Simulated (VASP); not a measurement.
# HfN (P6_3/mmc) in VASP: a series of runs, part 2 of 2

VASP 6.6.1.

## Step 4: Single point, r2SCAN (strain +0.030 along x and y, -0.015 along z)

The input, POSCAR:

```
HfN
1.0
    3.2386301157      0.0000000000      0.0000000000
   -1.6193150578      2.8047359537      0.0000000000
    0.0000000000      0.0000000000      5.3438662950
Hf N
2 2
Direct
    0.6666666667      0.3333333333      0.7500000000
    0.3333333333      0.6666666667      0.2500000000
    0.0000000000      0.0000000000      0.0000000000
    0.0000000000      0.0000000000      0.5000000000
```

The input, INCAR.step1:

```
PREC     = Accurate       # precision mode
ENCUT    = 520            # plane-wave cutoff, eV
ISMEAR   = 0              # smearing method
SIGMA    = 0.15           # smearing width, eV
LREAL    = False          # projectors in reciprocal space
LASPH    = True           # aspherical terms in the spheres
NELM     = 100            # most SCF steps
NBANDS   = 23             # bands
GGA      = PE             # functional
ALGO     = Normal         # electronic algorithm
EDIFF    = 1E-4           # SCF threshold, eV
LWAVE    = True           # write WAVECAR
LCHARG   = False          # write CHGCAR
```

The input, INCAR.step2:

```
PREC     = Accurate       # precision mode
ENCUT    = 520            # plane-wave cutoff, eV
EDIFF    = 1E-6           # SCF threshold, eV
ISMEAR   = 0              # smearing method
SIGMA    = 0.15           # smearing width, eV
LREAL    = False          # projectors in reciprocal space
LASPH    = True           # aspherical terms in the spheres
NELM     = 100            # most SCF steps
ALGO     = Normal         # electronic algorithm
ISIF     = 2              # what is computed and relaxed
LWAVE    = False          # write WAVECAR
LCHARG   = True           # write CHGCAR
METAGGA  = R2SCAN         # meta-GGA
LMIXTAU  = True         
LELF     = True           # ELF
LVHAR    = True         
NBANDS   = 23             # bands
ISTART   = 1
```

The input, KPOINTS:

```
regular mesh
0
Gamma
  18 18 10
```

The run is started by

```
> cat potpaw_PBE.64/Hf_pv/POTCAR potpaw_PBE.64/N/POTCAR > POTCAR
> cp INCAR.step1 INCAR
> mpirun -np 1 vasp_std > vasp.out
> cp INCAR.step2 INCAR
> mpirun -np 1 vasp_std > vasp.out
```

Run time: 10 min. Hardware: 1 thread of AMD EPYC 9755, shared host; peak memory 0.3 GiB.

It converged, with:

- Free energy: -116.2088 eV
- Pressure: -13.5 GPa
- Band gap on the k mesh: zero (bands 15 and 16 overlap by 2.47 eV)

Stress tensor (GPa, compression positive):
```
-20.32   0.00   0.00
  0.00 -20.32   0.00
  0.00   0.00   0.20
```

Levels at points of the mesh, in eV from the Fermi level:
```
           k point  band 12  band 13  band 14  band 15  band 16  band 17  band 18  band 19
(0.00, 0.00, 0.00)    -3.93    -3.93    -1.60    -0.04     0.65     0.82     0.82     1.58
(0.50, 0.00, 0.00)    -5.72    -3.74    -2.83    -2.27     2.60     2.65     3.94     4.66
(0.00, 0.00, 0.50)    -4.77    -4.77    -4.77     2.00     2.00     2.62     2.62     3.05
(0.50, 0.00, 0.50)    -5.35    -4.80    -4.80    -0.38    -0.38     4.28     4.28     4.34
```

Caveat: the cell differs from its parent crystal (strain +0.030 along x and y, -0.015 along z); the stress differs along the axes, from -20 to 0 GPa; the PAW data sets were made with another functional, which shifts forces and pressure a little; spin-orbit coupling is left out, which moves the levels of the heavy elements.

## Step 5: Single point, r2SCAN (strain +0.030 along x and y, +0.000 along z)

Edit POSCAR of step 4 so:

```diff
@@ -4,3 +4,3 @@
    -1.6193150578      2.8047359537      0.0000000000
-    0.0000000000      0.0000000000      5.3438662950
+    0.0000000000      0.0000000000      5.4252449695
 Hf N
```

The input, INCAR.step1:

```
SYSTEM = HfN
PREC = Accurate
ENCUT = 520
ISMEAR = 0
SIGMA = 0.15
LREAL = .False.
LASPH = .True.
NELM = 80
NBANDS = 23
GGA = PE
ALGO = Normal
EDIFF = 1E-4
LWAVE = .True.
LCHARG = .False.
```

The input, INCAR.step2:

```
SYSTEM = HfN
PREC = Accurate
ENCUT = 520
EDIFF = 1E-6
ISMEAR = 0
SIGMA = 0.15
LREAL = .False.
LASPH = .True.
NELM = 80
ALGO = Normal
ISIF = 2
LWAVE = .False.
LCHARG = .True.
METAGGA = R2SCAN
LMIXTAU = .True.
LELF = .True.
LVHAR = .True.
NBANDS = 23
ISTART = 1
```

The input, KPOINTS:

```
regular mesh
0
Gamma
  18 18 10
  0 0 0
```

The run is started by

```
> cat potpaw_PBE.64/Hf_pv/POTCAR potpaw_PBE.64/N/POTCAR > POTCAR
> cp INCAR.step1 INCAR
> mpirun -np 1 vasp_std > vasp.out
> cp INCAR.step2 INCAR
> mpirun -np 1 vasp_std > vasp.out
```

Run time: 14 min. Hardware: 1 thread of AMD EPYC 9755, shared host; peak memory 0.3 GiB.

Results (log left out):

```
Free energy            : -116.1915 eV
Pressure               : -16.8 GPa
Band gap on the k mesh : zero (bands 15 and 16 overlap by 2.40 eV)
```

Stress tensor (GPa, compression positive):
```
-21.24   0.00   0.00
  0.00 -21.24   0.00
  0.00   0.00  -8.05
```

Levels at points of the mesh, in eV from the Fermi level:
```csv
k point,band 11,band 12,band 13,band 14,band 15,band 16,band 17,band 18,band 19,band 20
"(0.00, 0.00, 0.00)",-4.99,-3.84,-3.84,-1.73,-0.10,0.57,0.82,0.82,1.68,1.68
"(0.50, 0.00, 0.00)",-5.90,-5.60,-3.66,-2.76,-2.40,2.46,2.61,3.98,4.52,5.25
"(0.00, 0.00, 0.50)",-4.62,-4.62,-4.62,-4.62,1.92,1.92,2.61,2.61,2.94,2.94
"(0.50, 0.00, 0.50)",-5.34,-5.34,-4.70,-4.70,-0.38,-0.38,4.30,4.30,4.37,4.37
```

Caveat: the cell differs from its parent crystal (strain +0.030 along x and y, +0.000 along z); the stress differs along the axes, from -21 to -8 GPa; the PAW data sets were made with another functional, which shifts forces and pressure a little; spin-orbit coupling is left out, which moves the levels of the heavy elements.

## Step 6: Single point, r2SCAN (strain +0.015 along x and y, +0.030 along z)

The input, POSCAR:

```
HfN
1.0
    3.1914655994      0.0000000000      0.0000000000
   -1.5957327997      2.7638902844      0.0000000000
    0.0000000000      0.0000000000      5.5880023186
Hf N
2 2
Direct
    0.6666666667      0.3333333333      0.7500000000
    0.3333333333      0.6666666667      0.2500000000
    0.0000000000      0.0000000000      0.0000000000
    0.0000000000      0.0000000000      0.5000000000
```

The input, INCAR.step1:

```
PREC = Accurate ; ENCUT = 520
ISMEAR = 0 ; SIGMA = 0.15
LREAL = F ; LASPH = T
NELM = 100 ; NBANDS = 23
GGA = PE ; ALGO = Normal
EDIFF = 1E-4 ; LWAVE = T
LCHARG = F
```

The input, INCAR.step2:

```
PREC = Accurate ; ENCUT = 520
EDIFF = 1E-6 ; ISMEAR = 0
SIGMA = 0.15 ; LREAL = F
LASPH = T ; NELM = 100
ALGO = Normal ; ISIF = 2
LWAVE = F ; LCHARG = F
METAGGA = R2SCAN ; LMIXTAU = T
NBANDS = 23 ; ISTART = 1
```

The input, KPOINTS:

```
regular mesh
0
Gamma
  18 18 10
```

Potentials or basis: VASP PAW PBE potentials, release 64 (Hf_pv, N).

The run is started by

```
> cat potpaw_PBE.64/Hf_pv/POTCAR potpaw_PBE.64/N/POTCAR > POTCAR
> cp INCAR.step1 INCAR
> mpirun -np 1 vasp_std > vasp.out
> cp INCAR.step2 INCAR
> mpirun -np 1 vasp_std > vasp.out
```

It took 16 min on 1 thread of AMD EPYC 9755, shared host; peak memory 0.3 GiB.

The run converged. Its results:

* Free energy: -116.2229 eV
* Pressure: -16.9 GPa
* Band gap on the k mesh: zero (bands 15 and 16 overlap by 2.22 eV)

Stress tensor (GPa, compression positive):
```
-14.97   0.00   0.00
  0.00 -14.97   0.00
  0.00   0.00 -20.62
```

Levels at points of the mesh, in eV from the Fermi level:
```tsv
k point	band 12	band 13	band 14	band 15	band 16	band 17	band 18	band 19
(0.00, 0.00, 0.00)	-3.61	-3.61	-2.04	-0.54	0.88	0.88	0.95	1.99
(0.50, 0.00, 0.00)	-5.38	-3.42	-2.72	-2.66	2.17	2.71	4.41	4.45
(0.00, 0.00, 0.50)	-4.32	-4.32	-4.32	1.78	1.78	2.83	2.83	2.83
(0.50, 0.00, 0.50)	-5.45	-4.50	-4.50	-0.35	-0.35	4.65	4.65	4.72
```

Caveat: the cell differs from its parent crystal (strain +0.015 along x and y, +0.030 along z); the stress differs along the axes, from -21 to -15 GPa; the PAW data sets were made with another functional, which shifts forces and pressure a little; spin-orbit coupling is left out, which moves the levels of the heavy elements.

## Step 7: The runs side by side

| cell | gap on the mesh (eV) | pressure (GPa) |
| --- | --- | --- |
| a = 3.239, b = 3.239, c = 5.507 Å, angles 90.0, 90.0, 120.0°, 4 atoms | none | -19.9 |
| a = 3.239, b = 3.239, c = 5.588 Å, angles 90.0, 90.0, 120.0°, 4 atoms | none | -22.7 |
| a = 3.239, b = 3.239, c = 5.344 Å, angles 90.0, 90.0, 120.0°, 4 atoms | none | -13.5 |
| a = 3.239, b = 3.239, c = 5.425 Å, angles 90.0, 90.0, 120.0°, 4 atoms | none | -16.8 |
| a = 3.191, b = 3.191, c = 5.588 Å, angles 90.0, 90.0, 120.0°, 4 atoms | none | -16.9 |

Alike in all rows: task single point; level r2SCAN; potentials or basis VASP PAW PBE potentials, release 64 (Hf_pv, N); no spin polarisation; k mesh 18 × 18 × 10; cutoff (eV) 520; smearing gaussian 0.15 eV.

Caveats: the PAW data sets were made with another functional, which shifts forces and pressure a little; spin-orbit coupling is left out, which moves the levels of the heavy elements; the stress differs along the axes, from -22 to -16 GPa (at least some runs); the cell stands under tension (at least some runs); the stress differs along the axes, from -20 to 0 GPa (at least some runs); the stress differs along the axes, from -21 to -8 GPa (at least some runs); the stress differs along the axes, from -21 to -15 GPa (at least some runs).

Absolute energies hang on the potentials; compare differences alone.
